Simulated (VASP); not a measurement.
Wanted: the native input for a VASP 6.6.1 run.

```yaml
Task: single point
Functional: PBEsol
Potentials_or_basis: VASP PAW PBE potentials, release 64 (Si, Ni)
Cutoff: 520 eV
k_mesh: 12 × 12 × 8
Occupations: gaussian, width 0.1 eV
Spin: no spin polarisation
Dipole_correction: no
Further_INCAR_settings: ALGO = Fast; EDIFF = 1e-06; NBANDS = 33
```

The structure of SiNi2 lies in POSCAR:

```
SiNi2
1.0
    3.8684636574      0.0000000000      0.0000000000
   -1.9342318287      3.3501878010      0.0000000000
    0.0000000000      0.0000000000      4.9169852711
Si Ni
2 4
Direct
    0.3333333333      0.6666666667      0.7500000000
    0.6666666667      0.3333333333      0.2500000000
    0.0000000000      0.0000000000      0.0000000000
    0.0000000000      0.0000000000      0.5000000000
    0.3333333333      0.6666666667      0.2500000000
    0.6666666667      0.3333333333      0.7500000000
```

These files were run (other wordings do the same):

INCAR

```
ALGO = Fast ; EDIFF = 1E-6
ENCUT = 520 ; GGA = PS
ISIF = 2 ; ISMEAR = 0
LASPH = True ; LCHARG = False
LREAL = False ; LWAVE = False
NBANDS = 33 ; NELM = 80
PREC = Accurate ; SIGMA = 0.1
```

KPOINTS

```
k-points
0
Gamma
  12 12 8
```

Potentials or basis: VASP PAW PBE potentials, release 64 (Si, Ni).

Launch:

```sh
$ cat potpaw_PBE.64/Si/POTCAR potpaw_PBE.64/Ni/POTCAR > POTCAR
$ mpirun -np 1 vasp_std > vasp.out
```

Results of the run:

The pressure is 0.3 GPa and the band gap on the k mesh is zero (band 24 reaches 14.20 eV, above the bottom of band 25 at 10.82 eV).

Caveat: the PAW data sets were made with another functional, which shifts forces and pressure a little.

It took 5.3 min on 1 thread of Intel(R) Xeon(R) Platinum 8259CL CPU @ 2.50GHz (Skylake/Cascade Lake), with other jobs on the host, peak memory 0.29 GiB.
